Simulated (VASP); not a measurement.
# Ga2BAs3 (R-3m) in VASP: single point with PBE

Aim: the single point of Ga2BAs3 with PBE.

All numbers are computed with VASP 6.6.1; they aren't measurements. Logs are shortened: lines on timing, memory, paths and dates and some standing lists are left out, and cuts for length are marked.

## 1. The cell of the first run

Symmetry: R-3m, No. 166, trigonal system. Conventional cell: a = 5.808 Å, b = 5.808 Å, c = 11.207 Å, α = 90.00°, β = 90.00°, γ = 120.00°. Ga (site symmetry 3m) has 4 Ga at 2.71 to 3.51 Å and 9 As at 2.91 to 3.20 Å and 3 B at 3.39 Å within 3.6 Å. B (site symmetry -3m) has 6 As at 2.51 Å and 6 Ga at 3.39 Å within 3.4 Å. Within 3.3 Å of As (site symmetry 2/m) lie 2 B at 2.51 Å and 4 As at 2.90 Å and 6 Ga at 2.91 to 3.20 Å.

The cell was generated, and may not be a known phase.

## 2. Single point, PBE

INCAR reads:

```
SYSTEM = Ga2BAs3
  PREC = Accurate
  ENCUT = 500
  EDIFF = 1E-6
  ISMEAR = 0
  SIGMA = 0.2
  LREAL = .FALSE.
  LASPH = .TRUE.
  NELM = 120
  ALGO = Normal
  ISIF = 2
  LWAVE = .FALSE.
  LCHARG = .FALSE.
  GGA = PE
  NBANDS = 31
  GGA_COMPAT = .FALSE.
```

KPOINTS reads:

```
Automatic mesh
0
G
  4 4 4
  0 0 0
```

POSCAR reads:

```
Ga2BAs3
1.0
    2.9041943926      1.6767374143      3.7357235175
   -2.9041943926      1.6767374143      3.7357235175
    0.0000000000     -3.3534748287      3.7357235175
Ga B As
2 1 3
Direct
    0.6207553169      0.6207553169      0.6207553169
    0.3792446831      0.3792446831      0.3792446831
    0.0000000000      0.0000000000      0.0000000000
    0.0000000000      0.0000000000      0.5000000000
    0.5000000000      0.0000000000      0.0000000000
    0.0000000000      0.5000000000      0.0000000000
```

Potentials or basis: VASP PAW PBE potentials, release 64 (Ga_d, B, As).

Run with:

```console
> cat potpaw_PBE.64/Ga_d/POTCAR potpaw_PBE.64/B/POTCAR potpaw_PBE.64/As/POTCAR > POTCAR
> mpirun -np 1 vasp_std > vasp.out
```

OUTCAR:

```text
SYSTEM = Ga2BAs3
   PREC = Accurate
   ENCUT = 500
   EDIFF = 1E-6
   ISMEAR = 0
   LREAL = .FALSE.
   LASPH = .TRUE.
   NELM = 120
   ISIF = 2
   GGA = PE

 ion  position               nearest neighbor table
   1  0.621  0.621  0.621-   2 2.71   4 2.91   5 2.91   6 2.91
   2  0.379  0.379  0.379-   1 2.71   4 2.91   5 2.91   6 2.91
   3  0.000  0.000  0.000-   5 2.51   6 2.51   6 2.51   5 2.51   4 2.51   4 2.51
   4  0.000  0.000  0.500-   3 2.51   3 2.51   5 2.90   6 2.90   6 2.90   5 2.90   1 2.91   2 2.91

   5  0.500  0.000  0.000-   3 2.51   3 2.51   4 2.90   4 2.90   6 2.90   6 2.90   1 2.91   2 2.91

   6  0.000  0.500  0.000-   3 2.51   3 2.51   4 2.90   4 2.90   5 2.90   5 2.90   1 2.91   2 2.91

  LATTYP: Found a trigonal (rhomboedric) cell.
 ALAT       =     5.0201019537
 COS(alpha) =     0.3306453480

  Lattice vectors:

 A1 = (   2.9041943926,   1.6767374143,   3.7357235175)
 A2 = (  -2.9041943926,   1.6767374143,   3.7357235175)
 A3 = (   0.0000000000,  -3.3534748287,   3.7357235175)

Analysis of symmetry for initial positions (statically):
=====================================================================
 Subroutine PRICEL returns:
 Original cell was already a primitive cell.

 Routine SETGRP: Setting up the symmetry group for a
 trigonal (rhombohedral) supercell.

 Subroutine GETGRP returns: Found 12 space group operations
 (whereof 12 operations were pure point group operations)
 out of a pool of 12 trial point group operations.

The static configuration has the point symmetry D_3d.

Analysis of symmetry for dynamics (positions and initial velocities):
=====================================================================
 Subroutine PRICEL returns:
 Original cell was already a primitive cell.

 Routine SETGRP: Setting up the symmetry group for a
 trigonal (rhombohedral) supercell.

 Subroutine GETGRP returns: Found 12 space group operations
 (whereof 12 operations were pure point group operations)
 out of a pool of 12 trial point group operations.

The dynamic configuration has the point symmetry D_3d.

 Subroutine INISYM returns: Found 12 space group operations
 (whereof 12 operations are pure point group operations),
 and found     1 'primitive' translations

----------------------------------------------------------------------------------------

                                     Primitive cell

  volume of cell :     109.1482

  direct lattice vectors                    reciprocal lattice vectors
     2.904194393  1.676737414  3.735723517     0.172164784  0.099399384  0.089228588
    -2.904194393  1.676737414  3.735723517    -0.172164784  0.099399384  0.089228588
     0.000000000 -3.353474829  3.735723517     0.000000000 -0.198798769  0.089228588

  length of vectors
     5.020101954  5.020101954  5.020101954     0.217905235  0.217905235  0.217905235

  position of ions in fractional coordinates (direct lattice)
     0.620755317  0.620755317  0.620755317
     0.379244683  0.379244683  0.379244683
     0.000000000  0.000000000  0.000000000
     0.000000000  0.000000000  0.500000000
     0.500000000  0.000000000  0.000000000
     0.000000000  0.500000000  0.000000000

  ion indices of the primitive-cell ions
   primitive index   ion index
                 1           1
                 2           2
                 3           3
                 4           4
                 5           5
                 6           6

----------------------------------------------------------------------------------------

 KPOINTS: Automatic mesh

Automatic generation of k-mesh.
 Grid dimensions read from file:
 generate k-points for:    4    4    4

 Generating k-lattice:

  Cartesian coordinates                     Fractional coordinates (reciprocal lattice)
     0.043041196  0.024849846  0.022307147     0.250000000  0.000000000  0.000000000
    -0.043041196  0.024849846  0.022307147     0.000000000  0.250000000  0.000000000
     0.000000000 -0.049699692  0.022307147     0.000000000  0.000000000  0.250000000

  Length of vectors
     0.054476309  0.054476309  0.054476309

  Shift w.r.t. Gamma in fractional coordinates (k-lattice)
     0.000000000  0.000000000  0.000000000

 Subroutine IBZKPT returns following result:
 ===========================================

 Found     13 irreducible k-points:

 Following reciprocal coordinates:
            Coordinates               Weight
  0.000000  0.000000  0.000000      1.000000
  0.250000  0.000000 -0.000000      6.000000
  0.500000  0.000000 -0.000000      3.000000
  0.250000  0.250000 -0.000000      6.000000
  0.500000  0.250000 -0.000000     12.000000
 -0.250000  0.250000  0.000000      6.000000
  0.500000  0.500000 -0.000000      3.000000
  0.250000  0.250000  0.250000      2.000000
  0.500000  0.250000  0.250000      6.000000
 -0.250000  0.250000  0.250000      6.000000
  0.500000  0.500000  0.250000      6.000000
 -0.250000  0.500000  0.250000      6.000000
  0.500000  0.500000  0.500000      1.000000
   k-points           NKPTS =     13   k-points in BZ     NKDIM =     13   number of bands    NBANDS=     31
   number of dos      NEDOS =    301   number of ions     NIONS =      6
   total plane-waves  NPLWV =  64000
   dimension x,y,z NGX =    40 NGY =   40 NGZ =   40
   dimension x,y,z NGXF=    80 NGYF=   80 NGZF=   80
   ions per type =               2   1   3
   NGX,Y,Z   is equivalent  to a cutoff of  13.25, 13.25, 13.25 a.u.
   NGXF,Y,Z  is equivalent  to a cutoff of  26.49, 26.49, 26.49 a.u.
 SYSTEM =  Ga2BAs3
   PREC   = accura    normal or accurate (medium, high low for compatibility)
   ISTART =      0    job   : 0-new  1-cont  2-samecut
   ICHARG =      2    charge: 1-file 2-atom 10-const
   ISPIN  =      1    spin polarized calculation?
   LNONCOLLINEAR =      F non collinear calculations
   LSORBIT =      F    spin-orbit coupling
   LASPH  =      T    aspherical Exc in radial PAW
   ENCUT  =  500.0 eV  36.75 Ry    6.06 a.u.   9.15  9.15  9.15*2*pi/ulx,y,z
   NELM   =    120;   NELMIN=  2; NELMDL= -5     # of ELM steps
   EDIFF  = 0.1E-05   stopping-criterion for ELM
   LREAL  =      F    real-space projection
   EDIFFG = 0.1E-04   stopping-criterion for IOM
   NSW    =      0    number of steps for IOM
   IBRION =     -1    ionic relax: 0-MD 1-quasi-New 2-CG
   NFREE  =      0    steps in history (QN), initial steepest desc. (CG)
   ISIF   =      2    stress and relaxation
   ISYM   =      2    0-nonsym 1-usesym 2-fastsym
   POTIM  = 0.5000    time-step for ionic-motion
   TEBEG  =    0.0;   TEEND  =   0.0 temperature during run
   PSTRESS=    0.0 pullay stress
   NELECT =      44.0000    total number of electrons
   NUPDOWN=      -1.0000    fix difference up-down
   EMIN   =  10.00;   EMAX   =-10.00  energy-range for DOS
   EFERMI =   0.00;   METHOD = LEGACY
   ISMEAR =     0;   SIGMA  =   0.20  broadening in eV -4-tet -1-fermi 0-gaus
   EFERMI_NEDOS =   21; number of points for ismear=-14 and -15
   IALGO  =     38    algorithm
   IMIX   =      4    mixing-type and parameters
     AMIX     =   0.40;   BMIX     =  1.00
     AMIX_MAG =   1.60;   BMIX_MAG =  1.00
  volume/ion in A,a.u.               =      18.19       122.76
  Fermi-wavevector in a.u.,A,eV,Ry     =   1.209354  2.285348 19.899029  1.462537
  Thomas-Fermi vector in A             =   2.344934
   LORBIT       =      0    0 simple, 1 ext, 2 COOP (PROOUT), +10 PAW based schemes
   GGA     = PE    functional components
   LHFCALC =     F    Hartree Fock is set to
   AEXX    =    0.0000 exact exchange contribution
   IVDW    =     0    specifies the selected vdW correction
   LEPSILON=     F    determine dielectric tensor
   LRPA    =     F    only Hartree local field effects (RPA)
 non-spin polarized calculation
 Gauss-broadening in eV      SIGMA  =   0.20
  energy-cutoff  :      500.00
  volume of cell :      109.15
 maximum number of plane-waves:      2791
 NGX is ok and might be reduce to    40
   NGX = 19   NGY = 19   NGZ = 19

 number of electron      44.0000006 magnetization

 Free energy of the ion-electron system (eV)
  ---------------------------------------------------
  ext. energy  EPLUGINS =         0.00000000
  ---------------------------------------------------
  free energy    TOTEN  =       -22.88743734 eV

  energy without entropy =      -22.85959941  energy(sigma->0) =      -22.87351837

 E-fermi :   5.7212     XC(G=0): -10.6242

 val. band max:        5.6294209505   @ k =   0.5000   0.5000  -0.0000
 cond. band min:       5.8132894005   @ k =  -0.2500   0.2500   0.2500
 fundamental gap:      0.1838684500
 Fermi energy:         5.7212470840

 k-point     1 :       0.0000    0.0000    0.0000
  band No.  band energies     occupation
      1      -9.2179      2.00000
      2      -9.1476      2.00000
      3      -9.1476      2.00000
      4      -9.1131      2.00000
      5      -9.1131      2.00000
      6      -9.0781      2.00000
[... 23 lines left out ...]
     30      12.5267      0.00000
     31      12.6850      0.00000

 k-point     2 :       0.2500    0.0000   -0.0000
  band No.  band energies     occupation
      1      -9.2132      2.00000
      2      -9.1549      2.00000
      3      -9.1417      2.00000
      4      -9.1161      2.00000
      5      -9.1082      2.00000
      6      -9.0835      2.00000
[... 23 lines left out ...]
     30      11.1005      0.00000
     31      12.2825      0.00000

 k-point     3 :       0.5000    0.0000   -0.0000
  band No.  band energies     occupation
      1      -9.2082      2.00000
      2      -9.1599      2.00000
      3      -9.1380      2.00000
      4      -9.1209      2.00000
      5      -9.1029      2.00000
      6      -9.0905      2.00000
[... 329 lines left out ...]
     30      10.1991      0.00000
     31      10.4273      0.00000

 k-point    13 :       0.5000    0.5000    0.5000
  band No.  band energies     occupation
      1      -9.2294      2.00000
      2      -9.1361      2.00000
      3      -9.1361      2.00000
      4      -9.1181      2.00000
      5      -9.1181      2.00000
      6      -9.0873      2.00000
[... 23 lines left out ...]
     30      11.0786      0.00000
     31      11.0786      0.00000

------------------------ aborting loop because EDIFF is reached ----------------------------------------

  FORCE on cell =-STRESS in cart. coord.  units (eV):
  Direction    XX          YY          ZZ          XY          YZ          ZX
  --------------------------------------------------------------------------------------
  -------------------------------------------------------------------------------------
  Total        0.3158068      0.3158068      0.2816705      0.0000000     -0.0000000      0.0000000
  in kB        4.6356996      4.6356996      4.1346166      0.0000000     -0.0000000      0.0000000
  external PRESSURE =       4.4686719 kB  Pullay stress =       0.0000000 kB

 VOLUME and BASIS-vectors are now :
 -----------------------------------------------------------------------------
  energy-cutoff  :      500.00
  volume of cell :      109.15
      direct lattice vectors                 reciprocal lattice vectors
     2.904194393  1.676737414  3.735723517     0.172164784  0.099399384  0.089228588
    -2.904194393  1.676737414  3.735723517    -0.172164784  0.099399384  0.089228588
     0.000000000 -3.353474829  3.735723517     0.000000000 -0.198798769  0.089228588

 POSITION                                       TOTAL-FORCE (eV/Angst)
 -----------------------------------------------------------------------------------
      0.00000     -0.00000      6.95691        -0.000000     -0.000000      0.029209
      0.00000     -0.00000      4.25026        -0.000000      0.000000     -0.029209
      0.00000      0.00000      0.00000        -0.000000     -0.000000      0.000000
      0.00000     -1.67674      1.86786         0.000000     -0.000000      0.000000
      1.45210      0.83837      1.86786        -0.000000     -0.000000     -0.000000
     -1.45210      0.83837      1.86786         0.000000     -0.000000      0.000000
 -----------------------------------------------------------------------------------
    total drift:                                0.000000      0.000000     -0.000000

  FREE ENERGIE OF THE ION-ELECTRON SYSTEM (eV)
  ---------------------------------------------------
  free  energy   TOTEN  =       -22.8874373363 eV

  energy  without entropy=      -22.8595994055  energy(sigma->0) =      -22.87351837
```

Run time: 86 s. Hardware: 1 thread of Intel Xeon 8259CL, shared host; peak memory 0.22 GiB.

What came out:

| Item | Value |
| --- | --- |
| Free energy | -22.8874 eV |
| Pressure | 0.4 GPa |
| Largest force | 0.029 eV/Å |
| Band gap on the k mesh | zero (bands 22 and 23 overlap by 1.44 eV) |

Forces in eV/Å, atoms in the order of the input:
```
Ga   0.000  0.000  0.029
Ga   0.000  0.000 -0.029
B    0.000  0.000  0.000
As   0.000  0.000  0.000
As   0.000  0.000  0.000
As   0.000  0.000  0.000
```

Levels at points of the mesh, in eV from the Fermi level:
| k point | band 18 | band 19 | band 20 | band 21 | band 22 | band 23 | band 24 | band 25 | band 26 | band 27 |
| --- | --- | --- | --- | --- | --- | --- | --- | --- | --- | --- |
| (0.00, 0.00, 0.00) | -4.25 | -3.89 | -2.42 | -2.42 | -1.42 | -0.29 | 0.27 | 0.27 | 2.11 | 2.11 |
| (0.50, 0.00, 0.00) | -3.85 | -3.62 | -2.22 | -2.08 | -1.80 | 0.42 | 1.32 | 1.56 | 2.53 | 2.70 |
| (0.50, 0.50, 0.00) | -2.76 | -2.35 | -1.28 | -0.49 | -0.09 | 0.44 | 0.83 | 1.15 | 1.62 | 2.10 |
| (0.50, 0.50, 0.50) | -5.14 | -0.70 | -0.52 | -0.52 | -0.26 | 0.52 | 0.52 | 3.08 | 3.76 | 3.76 |

The gap in the log of VASP goes by the Fermi energy; the results here count the filled bands.